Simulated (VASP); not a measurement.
# Bi4Te3 (R-3m) in VASP: a series of runs

Aim: see how the results for Bi4Te3 move with the level of theory and the settings. Levels: PBE+D3(BJ), PBE+D4. Tasks: single point.

All numbers are computed with VASP 6.6.1; they aren't measurements. Logs are shortened: lines on timing, memory, paths and dates and some standing lists are left out, and cuts for length are marked.

### 1 The cell of the first run

The structure is trigonal, space group R-3m (No. 166). The conventional cell has a = 4.446 Å, b = 4.446 Å, c = 41.543 Å, α = 90.00°, β = 90.00°, γ = 120.00°. Bi (site symmetry 3m) has 6 Te at 3.08 to 3.24 Å within 4.1 Å. Bi (site symmetry 3m) has 3 Bi at 3.06 Å and 3 Te at 3.51 Å within 4.0 Å. Te (site symmetry -3m) has 6 Bi at 3.24 Å and 12 Te at 4.45 to 4.50 Å within 4.5 Å. Te (site symmetry 3m) has 6 Bi at 3.08 to 3.51 Å within 4.1 Å.

### 2 Single point, PBE+D3(BJ)

Contents of INCAR:

```
SYSTEM = Bi4Te3
PREC = Accurate
ENCUT = 520
EDIFF = 1E-7
ISMEAR = -1
SIGMA = 0.02
LREAL = .False.
LASPH = .True.
NELM = 60
ALGO = Normal
ISIF = 2
LWAVE = .False.
LCHARG = .False.
GGA = PE
IVDW = 12
NBANDS = 48
```

Contents of KPOINTS:

```
Automatic mesh
0
Gamma
  6 6 6
  0 0 0
```

Contents of POSCAR:

```
Bi4Te3
1.0
    2.2227693665      1.2833164921     13.8475449578
   -2.2227693665      1.2833164921     13.8475449578
    0.0000000000     -2.5666329842     13.8475449578
Bi Te
4 3
Direct
    0.7144005460      0.7144005460      0.7144005460
    0.2855994540      0.2855994540      0.2855994540
    0.1465483138      0.1465483138      0.1465483138
    0.8534516862      0.8534516862      0.8534516862
    0.0000000000      0.0000000000      0.0000000000
    0.4221815544      0.4221815544      0.4221815544
    0.5778184456      0.5778184456      0.5778184456
```

Potentials or basis: VASP PAW PBE potentials, release 64 (Bi_d, Te).

Command:

```sh
$ cat potpaw_PBE.64/Bi_d/POTCAR potpaw_PBE.64/Te/POTCAR > POTCAR
$ mpirun -np 1 vasp_std > vasp.out
```

OUTCAR:

```text
SYSTEM = Bi4Te3
   PREC = Accurate
   ENCUT = 520
   EDIFF = 1E-7
   ISMEAR = -1
   LREAL = .False.
   LASPH = .True.
   NELM = 60
   ISIF = 2
   GGA = PE
   IVDW = 12
 IVDW          = 12

 ion  position               nearest neighbor table
   1  0.714  0.714  0.714-   6 3.08   6 3.08   6 3.08   5 3.24   5 3.24   5 3.24
   2  0.286  0.286  0.286-   7 3.08   7 3.08   7 3.08   5 3.24   5 3.24   5 3.24
   3  0.147  0.147  0.147-   4 3.06   4 3.06   4 3.06   6 3.51   6 3.51   6 3.51
   4  0.853  0.853  0.853-   3 3.06   3 3.06   3 3.06   7 3.51   7 3.51   7 3.51
   5  0.000  0.000  0.000-   1 3.24   1 3.24   2 3.24   2 3.24   1 3.24   2 3.24
   6  0.422  0.422  0.422-   1 3.08   1 3.08   1 3.08   3 3.51   3 3.51   3 3.51
   7  0.578  0.578  0.578-   2 3.08   2 3.08   2 3.08   4 3.51   4 3.51   4 3.51

  LATTYP: Found a trigonal (rhomboedric) cell.
 ALAT       =    14.0833982488
 COS(alpha) =     0.9501799819

  Lattice vectors:

 A1 = (   2.2227693665,   1.2833164921,  13.8475449578)
 A2 = (  -2.2227693665,   1.2833164921,  13.8475449578)
 A3 = (   0.0000000000,  -2.5666329842,  13.8475449578)

Analysis of symmetry for initial positions (statically):
=====================================================================
 Subroutine PRICEL returns:
 Original cell was already a primitive cell.

 Routine SETGRP: Setting up the symmetry group for a
 trigonal (rhombohedral) supercell.

 Subroutine GETGRP returns: Found 12 space group operations
 (whereof 12 operations were pure point group operations)
 out of a pool of 12 trial point group operations.

The static configuration has the point symmetry D_3d.

Analysis of symmetry for dynamics (positions and initial velocities):
=====================================================================
 Subroutine PRICEL returns:
 Original cell was already a primitive cell.

 Routine SETGRP: Setting up the symmetry group for a
 trigonal (rhombohedral) supercell.

 Subroutine GETGRP returns: Found 12 space group operations
 (whereof 12 operations were pure point group operations)
 out of a pool of 12 trial point group operations.

The dynamic configuration has the point symmetry D_3d.

 Subroutine INISYM returns: Found 12 space group operations
 (whereof 12 operations are pure point group operations),
 and found     1 'primitive' translations

----------------------------------------------------------------------------------------

                                     Primitive cell

  volume of cell :     237.0021

  direct lattice vectors                    reciprocal lattice vectors
     2.222769367  1.283316492 13.847544958     0.224944615  0.129871834  0.024071656
    -2.222769367  1.283316492 13.847544958    -0.224944615  0.129871834  0.024071656
     0.000000000 -2.566632984 13.847544958     0.000000000 -0.259743668  0.024071656

  length of vectors
    14.083398249 14.083398249 14.083398249     0.260856700  0.260856700  0.260856700

  position of ions in fractional coordinates (direct lattice)
     0.714400546  0.714400546  0.714400546
     0.285599454  0.285599454  0.285599454
     0.146548314  0.146548314  0.146548314
     0.853451686  0.853451686  0.853451686
     0.000000000  0.000000000  0.000000000
     0.422181554  0.422181554  0.422181554
     0.577818446  0.577818446  0.577818446

  ion indices of the primitive-cell ions
   primitive index   ion index
                 1           1
                 2           2
                 3           3
                 4           4
                 5           5
                 6           6
                 7           7

----------------------------------------------------------------------------------------

 KPOINTS: Automatic mesh

Automatic generation of k-mesh.
 Grid dimensions read from file:
 generate k-points for:    6    6    6

 Generating k-lattice:

  Cartesian coordinates                     Fractional coordinates (reciprocal lattice)
     0.037490769  0.021645306  0.004011943     0.166666667  0.000000000  0.000000000
    -0.037490769  0.021645306  0.004011943     0.000000000  0.166666667  0.000000000
     0.000000000 -0.043290611  0.004011943     0.000000000  0.000000000  0.166666667

  Length of vectors
     0.043476117  0.043476117  0.043476117

  Shift w.r.t. Gamma in fractional coordinates (k-lattice)
     0.000000000  0.000000000  0.000000000

 Subroutine IBZKPT returns following result:
 ===========================================

 Found     32 irreducible k-points:

 Following reciprocal coordinates:
            Coordinates               Weight
  0.000000  0.000000  0.000000      1.000000
  0.166667 -0.000000  0.000000      6.000000
  0.333333  0.000000  0.000000      6.000000
  0.500000  0.000000 -0.000000      3.000000
  0.166667  0.166667  0.000000      6.000000
  0.333333  0.166667 -0.000000     12.000000
[... 16 lines left out ...]
  0.500000  0.500000  0.166667      6.000000
 -0.333333  0.500000  0.166667     12.000000
 [... further k-points ...]
   k-points           NKPTS =     32   k-points in BZ     NKDIM =     32   number of bands    NBANDS=     48
   number of dos      NEDOS =    301   number of ions     NIONS =      7
   total plane-waves  NPLWV = ******
   dimension x,y,z NGX =   108 NGY =  108 NGZ =  108
   dimension x,y,z NGXF=   216 NGYF=  216 NGZF=  216
   ions per type =               4   3
   NGX,Y,Z   is equivalent  to a cutoff of  12.75, 12.75, 12.75 a.u.
   NGXF,Y,Z  is equivalent  to a cutoff of  25.50, 25.50, 25.50 a.u.
 SYSTEM =  Bi4Te3
   PREC   = accura    normal or accurate (medium, high low for compatibility)
   ISTART =      0    job   : 0-new  1-cont  2-samecut
   ICHARG =      2    charge: 1-file 2-atom 10-const
   ISPIN  =      1    spin polarized calculation?
   LNONCOLLINEAR =      F non collinear calculations
   LSORBIT =      F    spin-orbit coupling
   LASPH  =      T    aspherical Exc in radial PAW
   ENCUT  =  520.0 eV  38.22 Ry    6.18 a.u.  26.19 26.19 26.19*2*pi/ulx,y,z
   NELM   =     60;   NELMIN=  2; NELMDL= -5     # of ELM steps
   EDIFF  = 0.1E-06   stopping-criterion for ELM
   LREAL  =      F    real-space projection
   EDIFFG = 0.1E-05   stopping-criterion for IOM
   NSW    =      0    number of steps for IOM
   IBRION =     -1    ionic relax: 0-MD 1-quasi-New 2-CG
   NFREE  =      0    steps in history (QN), initial steepest desc. (CG)
   ISIF   =      2    stress and relaxation
   ISYM   =      2    0-nonsym 1-usesym 2-fastsym
   POTIM  = 0.5000    time-step for ionic-motion
   TEBEG  =    0.0;   TEEND  =   0.0 temperature during run
   PSTRESS=    0.0 pullay stress
   NELECT =      78.0000    total number of electrons
   NUPDOWN=      -1.0000    fix difference up-down
   EMIN   =  10.00;   EMAX   =-10.00  energy-range for DOS
   EFERMI =   0.00;   METHOD = LEGACY
   ISMEAR =    -1;   SIGMA  =   0.02  broadening in eV -4-tet -1-fermi 0-gaus
   EFERMI_NEDOS =   21; number of points for ismear=-14 and -15
   IALGO  =     38    algorithm
   IMIX   =      4    mixing-type and parameters
     AMIX     =   0.40;   BMIX     =  1.00
     AMIX_MAG =   1.60;   BMIX_MAG =  1.00
  volume/ion in A,a.u.               =      33.86       228.48
  Fermi-wavevector in a.u.,A,eV,Ry     =   1.130288  2.135934 17.382124  1.277550
  Thomas-Fermi vector in A             =   2.266984
   LORBIT       =      0    0 simple, 1 ext, 2 COOP (PROOUT), +10 PAW based schemes
   GGA     = PE    functional components
   LHFCALC =     F    Hartree Fock is set to
   AEXX    =    0.0000 exact exchange contribution
   IVDW    =    12    specifies the selected vdW correction
   LEPSILON=     F    determine dielectric tensor
   LRPA    =     F    only Hartree local field effects (RPA)
 non-spin polarized calculation
  energy-cutoff  :      520.00
  volume of cell :      237.00
 maximum number of plane-waves:      6430
 NGX is ok and might be reduce to   108
   NGX = 53   NGY = 53   NGZ = 53

 number of electron      77.9999995 magnetization

 Free energy of the ion-electron system (eV)
  ---------------------------------------------------
  ext. energy  EPLUGINS =         0.00000000
  ---------------------------------------------------
  free energy    TOTEN  =       -26.10661901 eV

  energy without entropy =      -26.10648792  energy(sigma->0) =      -26.10655347

 E-fermi :   6.6419     XC(G=0):  -9.4471

 val. band max:        6.5516237666   @ k =   0.3333   0.1667   0.1667
 cond. band min:       6.7203027880   @ k =   0.5000   0.5000  -0.0000
 fundamental gap:      0.1686790214
 Fermi energy:         6.6418509043

 k-point     1 :       0.0000    0.0000    0.0000
  band No.  band energies     occupation
      1     -16.9085      2.00000
      2     -16.9085      2.00000
      3     -16.9069      2.00000
      4     -16.9069      2.00000
      5     -16.8928      2.00000
      6     -16.8926      2.00000
[... 40 lines left out ...]
     47       9.0176      0.00000
     48       9.0176      0.00000

 k-point     2 :       0.1667   -0.0000    0.0000
  band No.  band energies     occupation
      1     -16.9102      2.00000
      2     -16.9083      2.00000
      3     -16.9059      2.00000
      4     -16.9044      2.00000
      5     -16.8944      2.00000
      6     -16.8928      2.00000
[... 40 lines left out ...]
     47       9.2096      0.00000
     48       9.7648      0.00000

 k-point     3 :       0.3333    0.0000    0.0000
  band No.  band energies     occupation
      1     -16.9143      2.00000
      2     -16.9118      2.00000
      3     -16.9017      2.00000
      4     -16.8999      2.00000
      5     -16.8972      2.00000
      6     -16.8949      2.00000
[... 40 lines left out ...]
     47       9.7186      0.00000
     48      10.1072      0.00000

 k-point     4 :       0.5000    0.0000   -0.0000
  band No.  band energies     occupation
      1     -16.9167      2.00000
      2     -16.9138      2.00000
      3     -16.9007      2.00000
      4     -16.8984      2.00000
      5     -16.8983      2.00000
      6     -16.8961      2.00000
[... 958 lines left out ...]
     47      10.0287      0.00000
     48      10.6391      0.00000

 k-point    23 :       0.5000    0.5000    0.1667
  band No.  band energies     occupation
      1     -16.9143      2.00000
      2     -16.9118      2.00000
      3     -16.9017      2.00000
      4     -16.8999      2.00000
      5     -16.8972      2.00000
      6     -16.8950      2.00000
[... 40 lines left out ...]
     47       9.9349      0.00000
     48      10.3410      0.00000

 k-point    24 :      -0.3333    0.5000    0.1667
  band No.  band energies     occupation
      1     -16.9135      2.00000
      2     -16.9112      2.00000
      3     -16.9029      2.00000
      4     -16.9007      2.00000
      5     -16.8967      2.00000
      6     -16.8949      2.00000
[... 40 lines left out ...]
     47      10.1744      0.00000
     48      10.5191      0.00000

 [... further k-points ...]

------------------------ aborting loop because EDIFF is reached ----------------------------------------

 Edisp (eV)   -3.18499

 E8    (eV) :    -1.5323

  FORCE on cell =-STRESS in cart. coord.  units (eV):
  Direction    XX          YY          ZZ          XY          YZ          ZX
  --------------------------------------------------------------------------------------
  -------------------------------------------------------------------------------------
  Total      -0.04751    -0.04751    -0.05312    -0.00000    -0.00000     0.00000
  in kB      -0.32118    -0.32118    -0.35908    -0.00000    -0.00000     0.00000
  external pressure =       -0.33 kB  Pullay stress =        0.00 kB

 VOLUME and BASIS-vectors are now :
 -----------------------------------------------------------------------------
  energy-cutoff  :      520.00
  volume of cell :      237.00
      direct lattice vectors                 reciprocal lattice vectors
     2.222769367  1.283316492 13.847544958     0.224944615  0.129871834  0.024071656
    -2.222769367  1.283316492 13.847544958    -0.224944615  0.129871834  0.024071656
     0.000000000 -2.566632984 13.847544958     0.000000000 -0.259743668  0.024071656

 POSITION                                       TOTAL-FORCE (eV/Angst)
 -----------------------------------------------------------------------------------
      0.00000      0.00000     29.67808         0.000000     -0.000000     -0.006368
      0.00000      0.00000     11.86455         0.000000     -0.000000      0.006368
      0.00000      0.00000      6.08800         0.000000      0.000000     -0.011666
      0.00000      0.00000     35.45463         0.000000     -0.000000      0.011666
      0.00000      0.00000      0.00000         0.000000     -0.000000     -0.000000
      0.00000      0.00000     17.53853         0.000000      0.000000      0.009345
      0.00000      0.00000     24.00410         0.000000     -0.000000     -0.009345
 -----------------------------------------------------------------------------------
    total drift:                                0.000000     -0.000000      0.000000

  FREE ENERGIE OF THE ION-ELECTRON SYSTEM (eV)
  ---------------------------------------------------
  free  energy   TOTEN  =       -29.2916093319 eV

  energy  without entropy=      -29.2914782377  energy(sigma->0) =      -29.29154378
```

Wall time 57 min (1 thread of Intel Xeon Platinum 8559C (Emerald Rapids), shared host); peak memory 2 GiB.

Results:

| Property | Result |
| --- | --- |
| Free energy | -29.2916 eV |
| Pressure | 0.0 GPa |
| Largest force | 0.012 eV/Å |
| Band gap on the k mesh | 0.17 eV (least direct gap 0.23 eV) |
| Dispersion energy per atom | -0.455 eV |

Forces on the atoms (eV/Å):
```
Bi   0.000  0.000 -0.006
Bi   0.000  0.000  0.006
Bi   0.000  0.000 -0.012
Bi   0.000  0.000  0.012
Te   0.000  0.000  0.000
Te   0.000  0.000  0.009
Te   0.000  0.000 -0.009
```

Caveat: spin-orbit coupling is left out, which moves the levels of the heavy elements. A k mesh can miss the band edges.

### 3 Single point, PBE+D4

Contents of INCAR:

```
ALGO = Normal ; EDIFF = 1E-6
ENCUT = 520 ; GGA = PE
ISIF = 2 ; ISMEAR = -1
IVDW = 13 ; LASPH = T
LCHARG = F ; LREAL = F
LWAVE = F ; NBANDS = 48
NELM = 100 ; PREC = Accurate
SIGMA = 0.02
```

Contents of KPOINTS:

```
k-points
0
Gamma
  6 6 6
```

Contents of POSCAR:

```
Bi4Te3
1.0
    2.2224079634      1.2831078359     13.8474286719
   -2.2224079634      1.2831078359     13.8474286719
    0.0000000000     -2.5662156718     13.8474286719
Bi Te
4 3
Direct
    0.7144018330      0.7144018330      0.7144018330
    0.2855981670      0.2855981670      0.2855981670
    0.1465598665      0.1465598665      0.1465598665
    0.8534401335      0.8534401335      0.8534401335
    0.0000000000      0.0000000000      0.0000000000
    0.4221690683      0.4221690683      0.4221690683
    0.5778309317      0.5778309317      0.5778309317
```

Potentials or basis: VASP PAW PBE potentials, release 64 (Bi_d, Te).

Command:

```sh
$ cat potpaw_PBE.64/Bi_d/POTCAR potpaw_PBE.64/Te/POTCAR > POTCAR
$ mpirun -np 1 vasp_std > vasp.out
```

It took 45 min on 1 thread of Intel Xeon Platinum 8559C (Emerald Rapids), shared host; peak memory 2 GiB.

Results (log left out):

* Free energy: -29.5906 eV
* Pressure: 0.0 GPa
* Largest force: 0.007 eV/Å
* Band gap on the k mesh: 0.17 eV (least direct gap 0.23 eV)
* Dispersion energy per atom: -0.498 eV

Forces on the atoms (eV/Å):
```
Bi   0.000  0.000 -0.004
Bi   0.000  0.000  0.004
Bi   0.000  0.000 -0.006
Bi   0.000  0.000  0.006
Te   0.000  0.000  0.000
Te   0.000  0.000  0.007
Te   0.000  0.000 -0.007
```

Levels at points of the mesh, in eV from the valence-band top:
```csv
k point,band 37,band 38,band 39,band 40,band 41,band 42
"(0.00, 0.00, 0.00)",-0.57,-0.57,-0.36,0.55,0.55,0.87
"(0.50, 0.00, 0.00)",-1.66,-1.23,-1.09,0.64,1.18,1.34
"(0.50, 0.50, 0.00)",-2.25,-1.09,-0.42,0.17,0.76,1.94
"(0.50, 0.50, 0.50)",-0.47,-0.47,-0.25,0.27,0.27,0.41
```

Caveat: spin-orbit coupling is left out, which moves the levels of the heavy elements.
